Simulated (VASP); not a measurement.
Set up this calculation in VASP 6.6.1, as the native input.

```yaml
Task: single point
Functional: LDA
Potentials_or_basis: VASP PAW LDA potentials, release 64 (P)
Cutoff: 520 eV
k_mesh: 20 × 20 × 20
Occupations: gaussian, width 0.15 eV
Spin: no spin polarisation
Dipole_correction: no
Further_INCAR_settings: ALGO = Normal; EDIFF = 1e-06; NBANDS = 12
```

The structure of P lies in POSCAR:

```
P
1.0
   -1.7856716574      2.6551772123      1.6680623855
    1.7856716574     -2.6551772123      1.6680623855
    1.7856716574      2.6551772123     -1.6680623855
P
2
Direct
    0.8033091100      0.0533091100      0.7500000000
    0.1966908900      0.9466908900      0.2500000000
```

This cell differs from its parent crystal: ratio of the length along z to the lengths across it x 0.85, volume and fractional coordinates fixed.

The input as run:

INCAR

```
SYSTEM = P
  PREC = Accurate
  ENCUT = 520
  EDIFF = 1E-6
  ISMEAR = 0
  SIGMA = 0.15
  LREAL = .False.
  LASPH = .True.
  NELM = 80
  ALGO = Normal
  ISIF = 2
  LWAVE = .False.
  LCHARG = .True.
  LELF = .True.
  LVHAR = .True.
  NBANDS = 12
```

KPOINTS

```
regular mesh
0
Gamma
  20 20 20
  0 0 0
```

Potentials or basis: VASP PAW LDA potentials, release 64 (P).

The run is started by

```sh
$ cat potpaw_LDA.64/P/POTCAR > POTCAR
$ mpirun -np 1 vasp_std > vasp.out
```

Results of the run:

```
Pressure               : -3.0 GPa
Largest force          : 0.871 eV/Å
Band gap on the k mesh : zero (bands 5 and 6 overlap by 1.13 eV)
```

Caveat: the stress differs along the axes, from -17 to 13 GPa.

Run time: 3.6 min on 1 thread of Intel(R) Xeon(R) Platinum 8488C (Sapphire Rapids), with other jobs on the host, peak memory 0.41 GiB.
